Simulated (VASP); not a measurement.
Input of a VASP 6.6.1 run:

POSCAR

```
CdO
1.0
    0.0000000000      2.3991503795      2.3991503795
    2.3991503795      0.0000000000      2.3991503795
    2.3991503795      2.3991503795      0.0000000000
Cd O
1 1
Direct
    0.0000000000      0.0000000000      0.0000000000
    0.5000000000      0.5000000000      0.5000000000
```

INCAR.step1

```
  PREC = Accurate
  ENCUT = 660
  ISMEAR = -1
  SIGMA = 0.02
  LREAL = False
  LASPH = True
  NELM = 120
  NBANDS = 16
  GGA = PE
  ALGO = Normal
  EDIFF = 1E-5
  LWAVE = True
  LCHARG = False
  GGA_COMPAT = False
```

The input INCAR.step2:

```
  PREC = Accurate
  ENCUT = 660
  EDIFF = 1E-6
  ISMEAR = -1
  SIGMA = 0.02
  LREAL = False
  LASPH = True
  NELM = 120
  ALGO = Normal
  ISIF = 2
  LWAVE = False
  LCHARG = False
  METAGGA = R2SCAN
  LMIXTAU = True
  NBANDS = 16
  ISTART = 1
  GGA_COMPAT = False
```

File KPOINTS:

```
regular mesh
0
Gamma
  8 8 8
```

Potentials or basis: VASP PAW PBE potentials, release 64 (Cd, O).

Run with:

```sh
$ cat potpaw_PBE.64/Cd/POTCAR potpaw_PBE.64/O/POTCAR > POTCAR
$ cp INCAR.step1 INCAR
$ mpirun -np 1 vasp_std > vasp.out
$ cp INCAR.step2 INCAR
$ mpirun -np 1 vasp_std > vasp.out
```

Q: Predict the band gap on the k mesh.

A: Zero (bands 9 and 10 overlap by 0.05 eV).

Q: Estimate the pressure.

A: -6.4 GPa.

Caveat: the cell stands under tension; semilocal functionals underestimate gaps, so a narrow gap can read as zero; the PAW data sets were made with another functional, which shifts forces and pressure a little.
